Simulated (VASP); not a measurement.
Crystal: Zn.

```
Zn
1.0
     0.00000    2.00331    2.00331
     2.00331    0.00000    2.00331
     2.00331    2.00331    0.00000
Zn
1
Cartesian
  0.0000 0.0000 0.0000
```

This cell differs from its parent crystal: volume scaled by 1.06.

Base run:

| Quantity | Value |
| --- | --- |
| Program | VASP 6.6.1 |
| Functional | PBEsol |
| Potentials or basis | VASP PAW PBE potentials, release 64 (Zn) |
| Cutoff | 520 eV |
| k mesh | 12 × 12 × 12 |
| Occupations | fermi-dirac, width 0.05 eV |
| Spin | no spin polarisation |

Its results: band gap on the k mesh zero (band 6 reaches 4.72 eV, above the bottom of band 7 at 1.04 eV); pressure -7.7 GPa.

Q: The run is repeated on the same cell with these changes: functional from PBEsol to r2SCAN. What comes out?

A: Band gap on the k mesh zero (band 6 reaches 4.82 eV, above the bottom of band 7 at 1.10 eV); pressure -7.3 GPa.

Caveats: the PAW data sets were made with another functional, which shifts forces and pressure a little.
